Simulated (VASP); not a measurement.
# Si15Sn (P1) in VASP: single point with PBEsol

Aim: the single point of Si15Sn with PBEsol.

All numbers are computed with VASP 6.6.1; they aren't measurements. Logs are shortened: lines on timing, memory, paths and dates and some standing lists are left out, and cuts for length are marked.

## Step 1: The cell of the first run

The typed cell holds 16 atoms: a = 11.065 Å, b = 5.532 Å, c = 5.532 Å, α = 90.00°, β = 90.00°, γ = 90.00°.

## Step 2: Single point, PBEsol

The input, INCAR:

```
ALGO = Normal ; EDIFF = 1E-6
ENCUT = 520 ; GGA = PS
ISIF = 2 ; ISMEAR = -1
LASPH = T ; LCHARG = F
LREAL = Auto ; LWAVE = F
NBANDS = 51 ; NELM = 100
PREC = Accurate ; SIGMA = 0.05
```

The input, KPOINTS:

```
Automatic mesh
0
Gamma
  2 2 2
  0.5 0.5 0.5
```

The input, POSCAR:

```
Si15Sn
1.0
   11.0647870000      0.0000000000      0.0000000000
    0.0000000000      5.5323940000      0.0000000000
    0.0000000000      0.0000000000      5.5323940000
Si Sn
15 1
Direct
    0.9986290000      0.0314710000      0.0051290000
    0.1272140000      0.2413940000      0.2793930000
    0.6347310000      0.2508750000      0.2411570000
    0.2572730000      0.4822930000      0.0415120000
    0.7392940000      0.4794840000      0.0103940000
    0.3765010000      0.7661530000      0.2604300000
    0.8840630000      0.7255470000      0.2482020000
    0.2293590000      0.0261980000      0.5315920000
    0.7462410000      0.0047460000      0.5062880000
    0.3717360000      0.2472680000      0.7582250000
    0.8926730000      0.2308980000      0.7370690000
    0.9849330000      0.5240520000      0.5158190000
    0.4927390000      0.5029900000      0.5065820000
    0.1327040000      0.7193370000      0.7641880000
    0.6259160000      0.7533800000      0.7372570000
    0.4861230000      0.0114990000      0.9957660000
```

Potentials or basis: VASP PAW PBE potentials, release 64 (Si, Sn_d).

The run is started by

```
> cat potpaw_PBE.64/Si/POTCAR potpaw_PBE.64/Sn_d/POTCAR > POTCAR
> mpirun -np 1 vasp_std > vasp.out
```

OUTCAR:

```text
EDIFF = 1E-6
   ENCUT = 520
   GGA = PS
   ISIF = 2
   ISMEAR = -1
   LASPH = T
   LREAL = Auto
   NELM = 100
   PREC = Accurate

 ion  position               nearest neighbor table
   1  0.999  0.031  0.005-  11 2.19   2 2.38   7 2.51  14 2.64
   2  0.127  0.241  0.279-   8 2.15   4 2.36   1 2.38  12 2.58
   3  0.635  0.251  0.241-   5 2.14   9 2.35  16 2.51  13 2.56
   4  0.257  0.482  0.042-   2 2.36   6 2.38  10 2.40  14 2.44
   5  0.739  0.479  0.010-   3 2.14   7 2.48  15 2.48  11 2.66
   6  0.377  0.766  0.260-  16 2.34  13 2.37   4 2.38   8 2.64
[... 8 lines left out ...]
  15  0.626  0.753  0.737-   9 2.31  13 2.39   5 2.48  16 2.55
  16  0.486  0.011  0.996-  10 2.24   6 2.34   3 2.51  15 2.55

  LATTYP: Found a simple tetragonal cell.
 ALAT       =     5.5323940000
 C/A-ratio  =     1.9999998192

  Lattice vectors:

 A1 = (   0.0000000000,   5.5323940000,   0.0000000000)
 A2 = (   0.0000000000,   0.0000000000,   5.5323940000)
 A3 = (  11.0647870000,   0.0000000000,   0.0000000000)

Analysis of symmetry for initial positions (statically):
=====================================================================
 Subroutine PRICEL returns:
 Original cell was already a primitive cell.

 Routine SETGRP: Setting up the symmetry group for a
 simple tetragonal supercell.

 Subroutine GETGRP returns: Found  1 space group operations
 (whereof  1 operations were pure point group operations)
 out of a pool of 16 trial point group operations.

The static configuration has the point symmetry C_1 .

Analysis of symmetry for dynamics (positions and initial velocities):
=====================================================================
 Subroutine PRICEL returns:
 Original cell was already a primitive cell.

 Routine SETGRP: Setting up the symmetry group for a
 simple tetragonal supercell.

 Subroutine GETGRP returns: Found  1 space group operations
 (whereof  1 operations were pure point group operations)
 out of a pool of 16 trial point group operations.

The dynamic configuration has the point symmetry C_1 .

 Subroutine INISYM returns: Found  1 space group operations
 (whereof  1 operations are pure point group operations),
 and found     1 'primitive' translations

----------------------------------------------------------------------------------------

                                     Primitive cell

  volume of cell :     338.6642

  direct lattice vectors                    reciprocal lattice vectors
    11.064787000  0.000000000  0.000000000     0.090376796  0.000000000  0.000000000
     0.000000000  5.532394000  0.000000000     0.000000000  0.180753576  0.000000000
     0.000000000  0.000000000  5.532394000     0.000000000  0.000000000  0.180753576

  length of vectors
    11.064787000  5.532394000  5.532394000     0.090376796  0.180753576  0.180753576

  position of ions in fractional coordinates (direct lattice)
     0.998629000  0.031471000  0.005129000
     0.127214000  0.241394000  0.279393000
     0.634731000  0.250875000  0.241157000
     0.257273000  0.482293000  0.041512000
     0.739294000  0.479484000  0.010394000
     0.376501000  0.766153000  0.260430000
[... 8 lines left out ...]
     0.625916000  0.753380000  0.737257000
     0.486123000  0.011499000  0.995766000

  ion indices of the primitive-cell ions
   primitive index   ion index
                 1           1
                 2           2
                 3           3
                 4           4
                 5           5
                 6           6
[... 8 lines left out ...]
                15          15
                16          16

----------------------------------------------------------------------------------------

 KPOINTS: Automatic mesh

Automatic generation of k-mesh.
 Grid dimensions read from file:
 generate k-points for:    2    2    2

 Generating k-lattice:

  Cartesian coordinates                     Fractional coordinates (reciprocal lattice)
     0.045188398  0.000000000  0.000000000     0.500000000  0.000000000  0.000000000
     0.000000000  0.090376788  0.000000000     0.000000000  0.500000000  0.000000000
     0.000000000  0.000000000  0.090376788     0.000000000  0.000000000  0.500000000

  Length of vectors
     0.045188398  0.090376788  0.090376788

  Shift w.r.t. Gamma in fractional coordinates (k-lattice)
     0.500000000  0.500000000  0.500000000

 Subroutine IBZKPT returns following result:
 ===========================================

 Found      4 irreducible k-points:

 Following reciprocal coordinates:
            Coordinates               Weight
  0.250000  0.250000  0.250000      2.000000
  0.250000 -0.250000  0.250000      2.000000
  0.250000 -0.250000 -0.250000      2.000000
  0.250000  0.250000 -0.250000      2.000000
   k-points           NKPTS =      4   k-points in BZ     NKDIM =      4   number of bands    NBANDS=     51
   number of dos      NEDOS =    301   number of ions     NIONS =     16
   total plane-waves  NPLWV = 148176
   dimension x,y,z NGX =    84 NGY =   42 NGZ =   42
   dimension x,y,z NGXF=   168 NGYF=   84 NGZF=   84
   ions per type =              15   1
   NGX,Y,Z   is equivalent  to a cutoff of  12.62, 12.62, 12.62 a.u.
   NGXF,Y,Z  is equivalent  to a cutoff of  25.24, 25.24, 25.24 a.u.
 SYSTEM =  unknown system
   PREC   = accura    normal or accurate (medium, high low for compatibility)
   ISTART =      0    job   : 0-new  1-cont  2-samecut
   ICHARG =      2    charge: 1-file 2-atom 10-const
   ISPIN  =      1    spin polarized calculation?
   LNONCOLLINEAR =      F non collinear calculations
   LSORBIT =      F    spin-orbit coupling
   LASPH  =      T    aspherical Exc in radial PAW
   ENCUT  =  520.0 eV  38.22 Ry    6.18 a.u.  20.57 10.29 10.29*2*pi/ulx,y,z
   NELM   =    100;   NELMIN=  2; NELMDL= -5     # of ELM steps
   EDIFF  = 0.1E-05   stopping-criterion for ELM
   LREAL  =      T    real-space projection
   EDIFFG = 0.1E-04   stopping-criterion for IOM
   NSW    =      0    number of steps for IOM
   IBRION =     -1    ionic relax: 0-MD 1-quasi-New 2-CG
   NFREE  =      0    steps in history (QN), initial steepest desc. (CG)
   ISIF   =      2    stress and relaxation
   ISYM   =      2    0-nonsym 1-usesym 2-fastsym
   POTIM  = 0.5000    time-step for ionic-motion
   TEBEG  =    0.0;   TEEND  =   0.0 temperature during run
   PSTRESS=    0.0 pullay stress
   NELECT =      74.0000    total number of electrons
   NUPDOWN=      -1.0000    fix difference up-down
   EMIN   =  10.00;   EMAX   =-10.00  energy-range for DOS
   EFERMI =   0.00;   METHOD = LEGACY
   ISMEAR =    -1;   SIGMA  =   0.05  broadening in eV -4-tet -1-fermi 0-gaus
   EFERMI_NEDOS =   21; number of points for ismear=-14 and -15
   IALGO  =     38    algorithm
   IMIX   =      4    mixing-type and parameters
     AMIX     =   0.40;   BMIX     =  1.00
     AMIX_MAG =   1.60;   BMIX_MAG =  1.00
  volume/ion in A,a.u.               =      21.17       142.84
  Fermi-wavevector in a.u.,A,eV,Ry     =   0.986043  1.863350 13.228671  0.972280
  Thomas-Fermi vector in A             =   2.117394
   LORBIT       =      0    0 simple, 1 ext, 2 COOP (PROOUT), +10 PAW based schemes
   GGA     = PS    functional components
   LHFCALC =     F    Hartree Fock is set to
   AEXX    =    0.0000 exact exchange contribution
   IVDW    =     0    specifies the selected vdW correction
   LEPSILON=     F    determine dielectric tensor
   LRPA    =     F    only Hartree local field effects (RPA)
 non-spin polarized calculation
  energy-cutoff  :      520.00
  volume of cell :      338.66
 maximum number of plane-waves:      9114
 NGX is ok and might be reduce to    84
   NGX = 41   NGY = 21   NGZ = 21

 number of electron      74.0000000 magnetization

 Free energy of the ion-electron system (eV)
  ---------------------------------------------------
  ext. energy  EPLUGINS =         0.00000000
  ---------------------------------------------------
  free energy    TOTEN  =       -85.88850079 eV

  energy without entropy =      -85.88026953  energy(sigma->0) =      -85.88438516

 E-fermi :   6.1337     XC(G=0):  -9.4770

 val. band max:        5.9382898194   @ k =   0.2500   0.2500  -0.2500
 cond. band min:       6.3331168918   @ k =   0.2500  -0.2500  -0.2500
 fundamental gap:      0.3948270725
 Fermi energy:         6.1337428368

 k-point     1 :       0.2500    0.2500    0.2500
  band No.  band energies     occupation
      1     -15.7013      2.00000
      2     -15.6372      2.00000
      3     -15.5697      2.00000
      4     -15.5238      2.00000
      5     -15.5191      2.00000
      6      -5.6858      2.00000
[... 41 lines left out ...]
     48       8.7281      0.00000
     49       8.8200      0.00000

 k-point     2 :       0.2500   -0.2500    0.2500
  band No.  band energies     occupation
      1     -15.7013      2.00000
      2     -15.6371      2.00000
      3     -15.5697      2.00000
      4     -15.5238      2.00000
      5     -15.5191      2.00000
      6      -5.6566      2.00000
[... 41 lines left out ...]
     48       8.8191      0.00000
     49       9.0108      0.00000

 k-point     3 :       0.2500   -0.2500   -0.2500
  band No.  band energies     occupation
      1     -15.7013      2.00000
      2     -15.6372      2.00000
      3     -15.5697      2.00000
      4     -15.5238      2.00000
      5     -15.5191      2.00000
      6      -5.7036      2.00000
[... 41 lines left out ...]
     48       8.7863      0.00000
     49       8.9363      0.00000

 k-point     4 :       0.2500    0.2500   -0.2500
  band No.  band energies     occupation
      1     -15.7013      2.00000
      2     -15.6371      2.00000
      3     -15.5697      2.00000
      4     -15.5238      2.00000
      5     -15.5191      2.00000
      6      -5.6640      2.00000
[... 41 lines left out ...]
     48       8.7687      0.00000
     49       9.0873      0.00000
 [bands above 49 left out]

------------------------ aborting loop because EDIFF is reached ----------------------------------------

  FORCE on cell =-STRESS in cart. coord.  units (eV):
  Direction    XX          YY          ZZ          XY          YZ          ZX
  --------------------------------------------------------------------------------------
  -------------------------------------------------------------------------------------
  Total       -1.9173923      2.8246731      5.8231839      0.6086069    -12.7581760      5.3276938
  in kB       -9.0709402     13.3631707     27.5487453      2.8792422    -60.3573146     25.2046447
  external PRESSURE =      10.6136586 kB  Pullay stress =       0.0000000 kB

 VOLUME and BASIS-vectors are now :
 -----------------------------------------------------------------------------
  energy-cutoff  :      520.00
  volume of cell :      338.66
      direct lattice vectors                 reciprocal lattice vectors
    11.064787000  0.000000000  0.000000000     0.090376796  0.000000000  0.000000000
     0.000000000  5.532394000  0.000000000     0.000000000  0.180753576  0.000000000
     0.000000000  0.000000000  5.532394000     0.000000000  0.000000000  0.180753576

 POSITION                                       TOTAL-FORCE (eV/Angst)
 -----------------------------------------------------------------------------------
     11.04962      0.17411      0.02838         1.693155     -2.898046      1.219582
      1.40760      1.33549      1.54571        -2.120415      2.012701     -1.257943
      7.02316      1.38794      1.33418        -1.877051     -0.491666      2.616006
      2.84667      2.66823      0.22966        -0.154687      0.593927     -0.752987
      8.18013      2.65269      0.05750         2.745913      1.971714     -2.332779
      4.16590      4.23866      1.44080        -2.246672     -1.352615      2.254255
[... 8 lines left out ...]
      6.92563      4.16799      4.07880        -0.028144     -1.224760      0.611392
      5.37885      0.06362      5.50897         3.422022     -1.487296      0.688490
 -----------------------------------------------------------------------------------
    total drift:                               -0.001634      0.004273     -0.011363

  FREE ENERGIE OF THE ION-ELECTRON SYSTEM (eV)
  ---------------------------------------------------
  free  energy   TOTEN  =       -85.8885007930 eV

  energy  without entropy=      -85.8802695321  energy(sigma->0) =      -85.88438516
```

It took 48 s on 1 thread of AMD EPYC 9R45 (Zen 5), shared host; peak memory 0.33 GiB.

Results:

| Property | Result |
| --- | --- |
| Free energy | -85.8885 eV |
| Pressure | 1.1 GPa |
| Largest force | 4.559 eV/Å |
| Band gap on the k mesh | 0.39 eV, indirect (least direct gap 0.93 eV) |

Forces in eV/Å, atoms in the order of the input:
```
Si   1.693 -2.898  1.220
Si  -2.120  2.013 -1.258
Si  -1.877 -0.492  2.616
Si  -0.155  0.594 -0.753
Si   2.746  1.972 -2.333
Si  -2.247 -1.353  2.254
Si  -2.432  2.389 -1.557
Si   2.170 -2.654  0.766
Si   1.536 -0.679 -0.812
Si  -2.541  3.017 -2.285
Si  -2.968  1.116 -0.114
Si   2.780 -1.456  0.672
Si   0.887 -0.103 -0.490
Si  -0.867  1.246  0.774
Si  -0.028 -1.225  0.611
Sn   3.422 -1.487  0.688
```

Stress tensor (GPa, compression positive):
```
-0.91  0.29  2.52
 0.29  1.34 -6.04
 2.52 -6.04  2.75
```

Caveat: the k points lie up to 0.57 Å⁻¹ apart; the PAW data sets were made with another functional, which shifts forces and pressure a little; spin-orbit coupling is left out, which moves the levels of the heavy elements. A k mesh can miss the band edges.
